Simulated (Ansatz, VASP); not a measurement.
## Si in VASP and in Ansatz

Contents of INCAR:

```
SYSTEM = Si
ALGO = Normal ; EDIFF = 1E-6
ENCUT = 520 ; GGA = CA
ISIF = 2 ; ISMEAR = -1
LASPH = .True. ; LCHARG = .False.
LREAL = .False. ; LWAVE = .False.
NBANDS = 11 ; NELM = 80
PREC = Accurate ; SIGMA = 0.08
```

File KPOINTS:

```
k-points
0
Gamma
  11 11 11
  0 0 0
```

Contents of POSCAR:

```
Si
1.0
    0.0543094000      2.7426247000      2.7426247000
    2.7426247000      0.0543094000      2.7426247000
    2.7426247000      2.7426247000      0.0543094000
Si
2
Direct
    0.5000000000      0.5000000000      0.5000000000
    0.7500000000      0.7500000000      0.7500000000
```

Input for Ansatz:

```yaml
crystal:
  lattice:
    - [0.0543094, 2.7426247, 2.7426247]
    - [2.7426247, 0.0543094, 2.7426247]
    - [2.7426247, 2.7426247, 0.0543094]
  atoms:
    - { symbol: Si, position: [0.5, 0.5, 0.5] }
    - { symbol: Si, position: [0.75, 0.75, 0.75] }
kpoints:
  mp_grid: { grid: [11, 11, 11] }
  band_path:
    path:
      - [0.0, 0.0, 0.0]
      - [0.5, 0.5, 0.5]
      - [0.2451701269, 0.5, 0.7548298731]
      - [-0.2451701269, 0.2451701269, 0.5]
      - [0.0, 0.0, 0.5]
      - [0.0, 0.0, 0.0]
      - [-0.3725850634, 0.0, 0.3725850634]
      - [0.0, 0.3725850634, 0.6274149366]
      - [0.0, 0.5, 0.5]
    npoints: 5
scf:
  occupations: { method: fermi_dirac, width: 0.08 }
hamiltonian:
  xc: lda
  pseudopotentials: { kind: all_electron, lapw: { basis_error: 0.00025 } }
output:
  forces: true
  stress: true
  eigenvalues: true
```

Change from the starting cell: equal xy, yz and zx shear strains of +2 %.

Alike in both runs: task single point; functional LDA; k mesh 11 × 11 × 11; occupations fermi-dirac, width 0.08 eV; no spin polarisation.

|  | VASP | Ansatz |
| --- | --- | --- |
| version | VASP 6.6.1 | Ansatz 0.2.0 |
| potentials or method | VASP PAW LDA potentials, release 64 (Si), cutoff 520 eV | all-electron LAPW, scalar-relativistic |

```tsv
	VASP	Ansatz	Ansatz less VASP
pressure (GPa)	-1.3	-1.4	-0.10
traceless stress, the component that is largest in VASP (GPa)	-1.94	-1.92	+0.016
rms of the force components (eV/Å)	0.168	0.167	-0.0004
```

LDA's correlation is that of Perdew and Zunger in VASP and of Perdew and Wang (1992) in Ansatz. Atom by atom the forces differ by 0.000 eV/Å (rms over components). Ansatz ran all-electron here, and VASP with PAW potentials.
